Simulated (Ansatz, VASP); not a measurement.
## Two plane-wave programs on MgS

The input INCAR:

```
SYSTEM = MgS
PREC = Accurate
ENCUT = 600
EDIFF = 1E-6
ISMEAR = 0
SIGMA = 0.1
LREAL = .False.
LASPH = .True.
NELM = 60
ALGO = Normal
ISIF = 3
LWAVE = .False.
LCHARG = .False.
GGA = PE
IBRION = 2
NSW = 80
EDIFFG = -0.025
```

The input KPOINTS:

```
regular mesh
0
Gamma
  4 4 2
  0 0 0
```

Contents of POSCAR:

```
MgS
1.0
   -0.0343649405     -0.0299785136     -3.5285448604
   -1.7435842686     -3.9745464228     -0.0517014502
   -5.3847034974      4.0431647569     -0.0182314455
Mg S
2 2
Direct
    0.4857108438      0.7640159495      0.7553883140
    0.5137590015      0.2514912881      0.2467791051
   -0.0121743551     -0.0123151508     -0.0047907600
    0.0127045098      0.4968079132      0.5026233409
```

Input for Ansatz:

```yaml
crystal:
  lattice:
    - [-0.0343649405, -0.0299785136, -3.5285448604]
    - [-1.7435842686, -3.9745464228, -0.0517014502]
    - [-5.3847034974, 4.0431647569, -0.0182314455]
  atoms:
    - { symbol: Mg, position: [0.4857108438, 0.7640159495, 0.755388314] }
    - { symbol: Mg, position: [0.5137590015, 0.2514912881, 0.2467791051] }
    - { symbol: S, position: [-0.0121743551, -0.0123151508, -0.00479076] }
    - { symbol: S, position: [0.0127045098, 0.4968079132, 0.5026233409] }
basis:
  ecutwfc: 420
kpoints:
  mp_grid: { grid: [4, 4, 2] }
hamiltonian:
  xc: pbe
scf:
  occupations: { method: gaussian, width: 0.1 }
  lower_state_search: "off"
output:
  forces: true
  stress: true
  eigenvalues: true
relax:
  adjacent_minimum: "off"
  f_tol: 0.025
  max_steps: 60
  cell: { stress_tol: 0.25 }
```

Change from the starting cell: cell x2, atoms moved at random (sigma 0.05 Å) and cell strained at random (1.5 %), then relaxed without symmetry.

Alike in both runs: task relaxation of cell and atoms; functional PBE; k mesh 4 × 4 × 2; occupations gaussian, width 0.1 eV; no spin polarisation.

|  | VASP | Ansatz |
| --- | --- | --- |
| version | VASP 6.6.1 | Ansatz 0.2.0 |
| potentials or method | VASP PAW PBE potentials, release 64 (Mg, S), cutoff 600 eV | scalar-relativistic, plane waves, PAW |
| valence electrons in the cell | 16 | 32 |

Ansatz gave:

| Property | Result |
| --- | --- |
| gap on the k mesh at the Fermi level, each at its own relaxed structure (eV) | 2.71 |
| relaxed volume (Å³/atom) | 17.91 |
| relaxed cell length with the largest relative difference (Å) | 6.394 |

Task: Which values does VASP return?

Result: gap on the k mesh at the Fermi level, each at its own relaxed structure (eV): 2.70; relaxed volume (Å³/atom): 17.81; relaxed cell length with the largest relative difference (Å): 6.382.

VASP's potentials hold 16 valence electrons a cell and Ansatz's 32, so a difference there can come from the potentials and not from the codes.

The k mesh is coarse, so the values compare programs but aren't converged. Noted on VASP's run: the volume moved by over 15 % at a fixed basis, so the end points are rough.
